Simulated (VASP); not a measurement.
Crystal: CuO.

```
Cu O
1.0
     2.04395   -2.05094    0.00000
     2.04395    2.05094    0.00000
     0.00000    0.00000    5.08911
Cu O
2 2
Direct
  0.50000 0.00000 0.00000
  0.00000 0.50000 0.50000
  0.50000 0.50000 0.25000
  0.50000 0.50000 0.75000
```

Base run:

| Item | Value |
| --- | --- |
| Program | VASP 6.6.1 |
| Functional | PBEsol |
| Potentials or basis | VASP PAW PBE potentials, release 64 (Cu_sv_GW, O) |
| Cutoff | 700 eV |
| k mesh | 9 × 9 × 5 |
| Occupations | fermi-dirac, width 0.05 eV |
| Spin | no spin polarisation |

Its results: band gap on the k mesh zero (band 25 reaches 5.95 eV, above the bottom of band 26 at 4.96 eV); pressure -2.8 GPa.

Problem. The run is repeated on the same cell with these changes: potentials or basis from VASP PAW PBE potentials, release 64 (Cu_sv_GW, O) to VASP PAW PBE potentials, release 64 (Cu, O); cutoff from 700 eV to 520 eV; further incar settings from ALGO = Normal; EDIFF = 1e-06; NBANDS = 33 to ALGO = Normal; EDIFF = 1e-07; NBANDS = 25; valence electrons from 50 to 34. What comes out?

Solution. Band gap on the k mesh zero (band 17 reaches 5.91 eV, above the bottom of band 18 at 4.93 eV); pressure 0.8 GPa.

Caveats: the PAW data sets were made with another functional, which shifts forces and pressure a little; semilocal functionals often make such compounds metallic where correlation or magnetic order opens a gap, which also shifts bond lengths.
